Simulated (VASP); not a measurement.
# Cs (I4/mmm) in VASP: further runs

Runs on Cs. Level: PBEsol. Tasks: single point.

All numbers are computed with VASP 6.6.1; they aren't measurements. Logs are shortened: lines on timing, memory, paths and dates and some standing lists are left out, and cuts for length are marked.

### 1 The cell of the first run

Symmetry: I4/mmm, No. 139, tetragonal system. Conventional cell: a = 5.137 Å, b = 5.137 Å, c = 8.213 Å, α = 90.00°, β = 90.00°, γ = 90.00°.

### 2 Single point, PBEsol (strain -0.080 along x and y, +0.040 along z)

Input file INCAR:

```
ALGO = Normal
EDIFF = 1E-6
ENCUT = 520
GGA = PS
ISIF = 2
ISMEAR = 0
LASPH = T
LCHARG = F
LREAL = F
LWAVE = F
NBANDS = 10
NELM = 80
PREC = Accurate
SIGMA = 0.15
```

Input file KPOINTS:

```
k-points
0
Gamma
  10 10 10
```

Input file POSCAR:

```
Cs
1.0
    0.0000000000      3.6324688808      4.1062691696
    3.6324688808      0.0000000000      4.1062691696
    3.6324688808      3.6324688808      0.0000000000
Cs
1
Direct
    0.0000000000      0.0000000000      0.0000000000
```

Potentials or basis: VASP PAW PBE potentials, release 64 (Cs_sv).

Started as:

```console
> cat potpaw_PBE.64/Cs_sv/POTCAR > POTCAR
> mpirun -np 1 vasp_std > vasp.out
```

OUTCAR:

```text
EDIFF = 1E-6
   ENCUT = 520
   GGA = PS
   ISIF = 2
   ISMEAR = 0
   LASPH = T
   LREAL = F
   NELM = 80
   PREC = Accurate

 ion  position               nearest neighbor table
   1  0.000  0.000  0.000-

  LATTYP: Found a body centered tetragonal cell.
 ALAT       =     5.1370867561
 C/A-ratio  =     1.5986762009

  Lattice vectors:

 A1 = (  -3.6324688808,   0.0000000000,   4.1062691696)
 A2 = (   3.6324688808,   0.0000000000,   4.1062691696)
 A3 = (   0.0000000000,   3.6324688808,  -4.1062691696)

Analysis of symmetry for initial positions (statically):
=====================================================================
 Subroutine PRICEL returns:
 Original cell was already a primitive cell.

 Routine SETGRP: Setting up the symmetry group for a
 body centered tetragonal supercell.

 Subroutine GETGRP returns: Found 16 space group operations
 (whereof 16 operations were pure point group operations)
 out of a pool of 16 trial point group operations.

The static configuration has the point symmetry D_4h.

Analysis of symmetry for dynamics (positions and initial velocities):
=====================================================================
 Subroutine PRICEL returns:
 Original cell was already a primitive cell.

 Routine SETGRP: Setting up the symmetry group for a
 body centered tetragonal supercell.

 Subroutine GETGRP returns: Found 16 space group operations
 (whereof 16 operations were pure point group operations)
 out of a pool of 16 trial point group operations.

The dynamic configuration has the point symmetry D_4h.

 Subroutine INISYM returns: Found 16 space group operations
 (whereof 16 operations are pure point group operations),
 and found     1 'primitive' translations

----------------------------------------------------------------------------------------

                                     Primitive cell

  volume of cell :     108.3630

  direct lattice vectors                    reciprocal lattice vectors
     0.000000000  3.632468881  4.106269170    -0.137647428  0.137647428  0.121765033
     3.632468881  0.000000000  4.106269170     0.137647428 -0.137647428  0.121765033
     3.632468881  3.632468881  0.000000000     0.137647428  0.137647428 -0.121765033

  length of vectors
     5.482360501  5.482360501  5.137086756     0.229609129  0.229609129  0.229609129

  position of ions in fractional coordinates (direct lattice)
     0.000000000  0.000000000  0.000000000

  ion indices of the primitive-cell ions
   primitive index   ion index
                 1           1

----------------------------------------------------------------------------------------

 KPOINTS: k-points

Automatic generation of k-mesh.
 Grid dimensions read from file:
 generate k-points for:   10   10   10

 Generating k-lattice:

  Cartesian coordinates                     Fractional coordinates (reciprocal lattice)
    -0.013764743  0.013764743  0.012176503     0.100000000 -0.000000000  0.000000000
     0.013764743 -0.013764743  0.012176503    -0.000000000  0.100000000  0.000000000
     0.013764743  0.013764743 -0.012176503     0.000000000  0.000000000  0.100000000

  Length of vectors
     0.022960913  0.022960913  0.022960913

  Shift w.r.t. Gamma in fractional coordinates (k-lattice)
     0.000000000  0.000000000  0.000000000

 Subroutine IBZKPT returns following result:
 ===========================================

 Found    102 irreducible k-points:

 Following reciprocal coordinates:
            Coordinates               Weight
  0.000000  0.000000  0.000000      1.000000
  0.100000 -0.000000  0.000000      8.000000
  0.200000 -0.000000  0.000000      8.000000
  0.300000  0.000000  0.000000      8.000000
  0.400000 -0.000000  0.000000      8.000000
  0.500000 -0.000000  0.000000      4.000000
[... 16 lines left out ...]
  0.300000  0.300000  0.000000      2.000000
  0.400000  0.300000  0.000000      8.000000
 [... further k-points ...]
   k-points           NKPTS =    102   k-points in BZ     NKDIM =    102   number of bands    NBANDS=     10
   number of dos      NEDOS =    301   number of ions     NIONS =      1
   total plane-waves  NPLWV =  70560
   dimension x,y,z NGX =    42 NGY =   42 NGZ =   40
   dimension x,y,z NGXF=    84 NGYF=   84 NGZF=   80
   ions per type =               1
   NGX,Y,Z   is equivalent  to a cutoff of  12.74, 12.74, 12.94 a.u.
   NGXF,Y,Z  is equivalent  to a cutoff of  25.47, 25.47, 25.89 a.u.
 SYSTEM =  unknown system
   PREC   = accura    normal or accurate (medium, high low for compatibility)
   ISTART =      0    job   : 0-new  1-cont  2-samecut
   ICHARG =      2    charge: 1-file 2-atom 10-const
   ISPIN  =      1    spin polarized calculation?
   LNONCOLLINEAR =      F non collinear calculations
   LSORBIT =      F    spin-orbit coupling
   LASPH  =      T    aspherical Exc in radial PAW
   ENCUT  =  520.0 eV  38.22 Ry    6.18 a.u.  10.19 10.19  9.55*2*pi/ulx,y,z
   NELM   =     80;   NELMIN=  2; NELMDL= -5     # of ELM steps
   EDIFF  = 0.1E-05   stopping-criterion for ELM
   LREAL  =      F    real-space projection
   EDIFFG = 0.1E-04   stopping-criterion for IOM
   NSW    =      0    number of steps for IOM
   IBRION =     -1    ionic relax: 0-MD 1-quasi-New 2-CG
   NFREE  =      0    steps in history (QN), initial steepest desc. (CG)
   ISIF   =      2    stress and relaxation
   ISYM   =      2    0-nonsym 1-usesym 2-fastsym
   POTIM  = 0.5000    time-step for ionic-motion
   TEBEG  =    0.0;   TEEND  =   0.0 temperature during run
   PSTRESS=    0.0 pullay stress
   NELECT =       9.0000    total number of electrons
   NUPDOWN=      -1.0000    fix difference up-down
   EMIN   =  10.00;   EMAX   =-10.00  energy-range for DOS
   EFERMI =   0.00;   METHOD = LEGACY
   ISMEAR =     0;   SIGMA  =   0.15  broadening in eV -4-tet -1-fermi 0-gaus
   EFERMI_NEDOS =   21; number of points for ismear=-14 and -15
   IALGO  =     38    algorithm
   IMIX   =      4    mixing-type and parameters
     AMIX     =   0.40;   BMIX     =  1.00
     AMIX_MAG =   1.60;   BMIX_MAG =  1.00
  volume/ion in A,a.u.               =     108.36       731.27
  Fermi-wavevector in a.u.,A,eV,Ry     =   0.714269  1.349773  6.941427  0.510181
  Thomas-Fermi vector in A             =   1.802125
   LORBIT       =      0    0 simple, 1 ext, 2 COOP (PROOUT), +10 PAW based schemes
   GGA     = PS    functional components
   LHFCALC =     F    Hartree Fock is set to
   AEXX    =    0.0000 exact exchange contribution
   IVDW    =     0    specifies the selected vdW correction
   LEPSILON=     F    determine dielectric tensor
   LRPA    =     F    only Hartree local field effects (RPA)
 non-spin polarized calculation
 Gauss-broadening in eV      SIGMA  =   0.15
  energy-cutoff  :      520.00
  volume of cell :      108.36
 maximum number of plane-waves:      2944
 NGX is ok and might be reduce to    42
   NGX = 21   NGY = 21   NGZ = 19

 number of electron       9.0000001 magnetization

 Free energy of the ion-electron system (eV)
  ---------------------------------------------------
  ext. energy  EPLUGINS =         0.00000000
  ---------------------------------------------------
  free energy    TOTEN  =        -0.94656329 eV

  energy without entropy =       -0.93150824  energy(sigma->0) =       -0.93903576

 E-fermi :   0.5139     XC(G=0):  -5.6332

 val. band max:        0.5033150594   @ k =  -0.2000   0.3000   0.1000
 cond. band min:       0.5234623820   @ k =  -0.3000   0.2000   0.1000
 fundamental gap:      0.0201473226
 Fermi energy:         0.5138935519

 k-point     1 :       0.0000    0.0000    0.0000
  band No.  band energies     occupation
      1     -23.2909      2.00000
      2     -10.0068      2.00000
      3      -9.9973      2.00000
      4      -9.9973      2.00000
      5      -1.2235      2.00000
      6       2.7480      0.00000
      7       3.1988      0.00000
      8       3.1988      0.00000
      9       3.6502      0.00000
     10       4.5695      0.00000

 k-point     2 :       0.1000   -0.0000    0.0000
  band No.  band energies     occupation
      1     -23.2901      2.00000
      2     -10.0177      2.00000
      3     -10.0070      2.00000
      4      -9.9980      2.00000
      5      -1.1116      2.00000
      6       2.7171      0.00000
      7       3.0394      0.00000
      8       3.2577      0.00000
      9       3.6139      0.00000
     10       4.4238      0.00000

 k-point     3 :       0.2000   -0.0000    0.0000
  band No.  band energies     occupation
      1     -23.2879      2.00000
      2     -10.0616      2.00000
      3     -10.0165      2.00000
      4     -10.0001      2.00000
      5      -0.7935      2.00000
      6       2.3955      0.00000
      7       2.9053      0.00000
      8       3.3723      0.00000
      9       3.7130      0.00000
     10       4.2111      0.00000

 k-point     4 :       0.3000    0.0000    0.0000
  band No.  band energies     occupation
      1     -23.2853      2.00000
      2     -10.1156      2.00000
      3     -10.0271      2.00000
      4     -10.0027      2.00000
      5      -0.3240      2.00000
      6       1.9599      0.00000
      7       2.7727      0.00000
      8       3.3457      0.00000
      9       4.1045      0.00000
     10       4.3023      0.00000
[... 222 lines left out ...]
 k-point    22 :      -0.2000    0.2000    0.0000
  band No.  band energies     occupation
      1     -23.2839      2.00000
      2     -10.1311      2.00000
      3     -10.0439      2.00000
      4     -10.0005      2.00000
      5      -0.0815      2.00000
      6       1.8714      0.00000
      7       2.4666      0.00000
      8       3.5512      0.00000
      9       3.8340      0.00000
     10       4.6578      0.00000

 k-point    23 :       0.3000    0.3000    0.0000
  band No.  band energies     occupation
      1     -23.2859      2.00000
      2     -10.1027      2.00000
      3     -10.0231      2.00000
      4     -10.0231      2.00000
      5      -0.2168      2.00000
      6       1.9551      0.00000
      7       2.1340      0.00000
      8       3.9304      0.00000
      9       3.9304      0.00000
     10       4.9073      0.00000

 k-point    24 :       0.4000    0.3000    0.0000
  band No.  band energies     occupation
      1     -23.2845      2.00000
      2     -10.1211      2.00000
      3     -10.0386      2.00000
      4     -10.0270      2.00000
      5       0.1359      1.99963
      6       1.8351      0.00000
      7       1.9216      0.00000
      8       4.0529      0.00000
      9       4.2031      0.00000
     10       5.0179      0.00000

 [... further k-points ...]
[... 5 lines left out ...]
  --------------------------------------------------------------------------------------
  -------------------------------------------------------------------------------------
  Total        0.0302841      0.0302841     -0.0410926      0.0000000      0.0000000      0.0000000
  in kB        0.4477584      0.4477584     -0.6075653      0.0000000      0.0000000      0.0000000
  external PRESSURE =       0.0959838 kB  Pullay stress =       0.0000000 kB

 VOLUME and BASIS-vectors are now :
 -----------------------------------------------------------------------------
  energy-cutoff  :      520.00
  volume of cell :      108.36
      direct lattice vectors                 reciprocal lattice vectors
     0.000000000  3.632468881  4.106269170    -0.137647428  0.137647428  0.121765033
     3.632468881  0.000000000  4.106269170     0.137647428 -0.137647428  0.121765033
     3.632468881  3.632468881  0.000000000     0.137647428  0.137647428 -0.121765033

 POSITION                                       TOTAL-FORCE (eV/Angst)
 -----------------------------------------------------------------------------------
      0.00000      0.00000      0.00000        -0.000000      0.000000      0.000000
 -----------------------------------------------------------------------------------
    total drift:                               -0.000000     -0.000000     -0.000000

  FREE ENERGIE OF THE ION-ELECTRON SYSTEM (eV)
  ---------------------------------------------------
  free  energy   TOTEN  =        -0.9465632894 eV

  energy  without entropy=       -0.9315082367  energy(sigma->0) =       -0.93903576
```

Wall time 97 s (1 thread of AMD EPYC 7R13, shared host); peak memory 0.28 GiB.

What came out:

```
Free energy            : -0.9466 eV
Pressure               : 0.0 GPa
Band gap on the k mesh : zero (an odd number of electrons rules out a gap without spin polarisation)
```

Levels at points of the mesh, in eV from the Fermi level:
```
           k point  band 2  band 3  band 4  band 5  band 6  band 7  band 8  band 9
(0.00, 0.00, 0.00)  -10.52  -10.51  -10.51   -1.74    2.23    2.68    2.68    3.14
(0.50, 0.00, 0.00)  -10.69  -10.55  -10.52   -0.04    0.85    2.07    2.65    4.36
(0.50, 0.50, 0.00)  -10.66  -10.55  -10.55    0.08    1.10    1.17    4.48    4.60
(0.50, 0.00, 0.50)  -10.68  -10.61  -10.56    0.31    0.98    1.78    3.85    4.06
```

Caveat: the cell differs from its parent crystal (strain -0.080 along x and y, +0.040 along z); the PAW data sets were made with another functional, which shifts forces and pressure a little; spin-orbit coupling is left out, which moves the levels of the heavy elements.

### 3 Single point, PBEsol (strain -0.080 along x and y, +0.080 along z)

Input file INCAR:

```
SYSTEM = Cs
  ALGO = Fast
  EDIFF = 1E-6
  ENCUT = 520
  GGA = PS
  ISIF = 2
  ISMEAR = 0
  LASPH = .TRUE.
  LCHARG = .TRUE.
  LELF = .TRUE.
  LREAL = .FALSE.
  LVHAR = .TRUE.
  LWAVE = .FALSE.
  NBANDS = 10
  NELM = 60
  PREC = Accurate
  SIGMA = 0.15
```

Input file KPOINTS:

```
k-points
0
G
  10 10 10
  0 0 0
```

Input file POSCAR:

```
Cs
1.0
    0.0000000000      3.6324688808      4.2642025992
    3.6324688808      0.0000000000      4.2642025992
    3.6324688808      3.6324688808      0.0000000000
Cs
1
Direct
    0.0000000000      0.0000000000      0.0000000000
```

Potentials or basis: VASP PAW PBE potentials, release 64 (Cs_sv).

Started as:

```console
> cat potpaw_PBE.64/Cs_sv/POTCAR > POTCAR
> mpirun -np 1 vasp_std > vasp.out
```

It took 2.2 min on 1 thread of AMD EPYC 7R13, shared host; peak memory 0.27 GiB.

Results (log left out):

- Free energy: -0.9437 eV
- Pressure: -0.1 GPa
- Band gap on the k mesh: zero (an odd number of electrons rules out a gap without spin polarisation)

Stress tensor (GPa, compression positive):
```
-0.02  0.00  0.00
 0.00 -0.02  0.00
 0.00  0.00 -0.18
```

Levels at points of the mesh, in eV from the Fermi level:
| k point | band 3 | band 4 | band 5 | band 6 | band 7 | band 8 |
| --- | --- | --- | --- | --- | --- | --- |
| (0.00, 0.00, 0.00) | -10.54 | -10.54 | -1.70 | 2.15 | 2.73 | 2.73 |
| (0.50, 0.00, 0.00) | -10.59 | -10.55 | -0.02 | 0.81 | 1.98 | 2.71 |
| (0.50, 0.50, 0.00) | -10.57 | -10.57 | 0.04 | 0.94 | 1.23 | 4.28 |
| (0.50, 0.00, 0.50) | -10.65 | -10.59 | 0.35 | 1.01 | 1.79 | 3.68 |

Caveat: the cell differs from its parent crystal (strain -0.080 along x and y, +0.080 along z); the PAW data sets were made with another functional, which shifts forces and pressure a little; spin-orbit coupling is left out, which moves the levels of the heavy elements.
